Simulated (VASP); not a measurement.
# As: single point with PBE

The system is As.

```
CELL_PARAMETERS angstrom
0.00000 2.14724 2.14724
2.14724 0.00000 2.14724
2.14724 2.14724 0.00000
ATOMIC_POSITIONS crystal
As 0.00000 0.00000 0.00000
```

This cell differs from its parent crystal: N replaced by As, lengths x 1.406, strained.

```yaml
Program: VASP 6.6.1
Task: single point
Functional: PBE
Potentials_or_basis: VASP PAW PBE potentials, release 64 (As)
Cutoff: 500 eV
k_mesh: 8 × 8 × 8
Occupations: gaussian, width 0.1 eV
Spin: no spin polarisation
Dipole_correction: no
Further_INCAR_settings: ALGO = Normal; EDIFF = 1e-06; NBANDS = 8
```

```yaml
Pressure: -1.4 GPa
```

Levels at points of the mesh, in eV from the Fermi level:
```csv
k point,band 1,band 2,band 3,band 4,band 5,band 6,band 7
"(0.00, 0.00, 0.00)",-14.73,5.54,5.54,5.54,12.28,12.28,12.28
"(0.50, 0.00, 0.00)",-10.56,-6.40,3.91,3.91,9.55,11.25,11.25
"(0.50, 0.50, 0.00)",-8.81,-5.35,0.59,0.59,5.08,5.76,23.67
```

It took 3.1 s on 1 thread of AMD EPYC 9R45 96-Core Processor (Zen 5) (shared host), peak memory 0.1 GiB.

Caveat: the cell differs from its parent crystal (N replaced by As, lengths x 1.406, strained).
